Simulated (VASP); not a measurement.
# SrTiO3 (pbesol): single point with PBEsol

SrTiO3 (pbesol):

```
Sr Ti O
1.0
     3.90528    0.00000    0.00000
     0.00000    3.90528    0.00000
     0.00000    0.00000    3.90528
Sr Ti O
1 1 3
Cartesian
  1.9526 1.9526 1.9526
  0.0000 0.0000 0.0000
  1.9526 0.0000 0.0000
  0.0000 1.9526 0.0000
  0.0000 0.0000 1.9526
```

```
Program                : VASP 6.6.1
Task                   : single point
Functional             : PBEsol
Potentials or basis    : VASP PAW PBE potentials, release 64 (Sr_sv, Ti_sv, O)
Cutoff                 : 520 eV
k mesh                 : 6 × 6 × 6
Occupations            : gaussian, width 0.1 eV
Spin                   : no spin polarisation
Dipole correction      : no
Further INCAR settings : ALGO = Normal; EDIFF = 1e-07; NBANDS = 28
```

```yaml
Pressure: -1.3 GPa
Band_gap_on_the_k_mesh: 1.80 eV, indirect (least direct gap 2.16 eV)
```

Levels at points of the mesh, in eV from the valence-band top:
```
           k point  band 16  band 17  band 18  band 19  band 20  band 21  band 22  band 23  band 24  band 25
(0.00, 0.00, 0.00)    -1.19    -1.19    -0.36    -0.36    -0.36     1.80     1.80     1.80     4.33     4.33
(0.50, 0.00, 0.00)    -2.39    -2.39    -2.03    -0.74    -0.74     1.98     3.78     3.78     4.35     6.54
(0.50, 0.50, 0.00)    -2.91    -1.75    -1.59    -1.59    -0.10     3.78     3.78     4.23     5.31     7.84
(0.50, 0.50, 0.50)    -3.78    -3.78     0.00     0.00     0.00     4.46     4.46     4.46     6.86     6.86
```

Wall time 25 s on 1 thread of AMD EPYC 9R45 96-Core Processor (Zen 5), on a shared host, peak memory 0.16 GiB.

Caveat: the PAW data sets were made with another functional, which shifts forces and pressure a little. A k mesh can miss the band edges.
